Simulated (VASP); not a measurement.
A run of VASP 6.6.1 is set up as follows.

File POSCAR:

```
Au
1.0
    0.0000000000      1.9943625000      1.9943625000
    1.9943625000      0.0000000000      1.9943625000
    1.9943625000      1.9943625000      0.0000000000
Au
1
Direct
    0.0000000000      0.0000000000      0.0000000000
```

Contents of INCAR.step1:

```
ALGO = Normal
EDIFF = 1E-4
ENCUT = 520
GGA = PE
ISMEAR = 0
LASPH = T
LCHARG = F
LREAL = F
LWAVE = T
NBANDS = 12
NELM = 80
PREC = Accurate
SIGMA = 0.15
```

INCAR.step2

```
ALGO = Normal
EDIFF = 1E-6
ENCUT = 520
ISIF = 2
ISMEAR = 0
ISTART = 1
LASPH = T
LCHARG = F
LMIXTAU = T
LREAL = F
LWAVE = F
METAGGA = R2SCAN
NBANDS = 12
NELM = 80
PREC = Accurate
SIGMA = 0.15
```

File KPOINTS:

```
k-points
0
Gamma
  20 20 20
```

Potentials or basis: VASP PAW PBE potentials, release 64 (Au).

Run with:

```console
$ cat potpaw_PBE.64/Au/POTCAR > POTCAR
$ cp INCAR.step1 INCAR
$ mpirun -np 1 vasp_std > vasp.out
$ cp INCAR.step2 INCAR
$ mpirun -np 1 vasp_std > vasp.out
```

**Question.** Estimate the pressure.

**Answer.** 21.4 GPa.

Caveat: the cell differs from its parent crystal (strain -0.025 along x and y, -0.025 along z); the PAW data sets were made with another functional, which shifts forces and pressure a little.
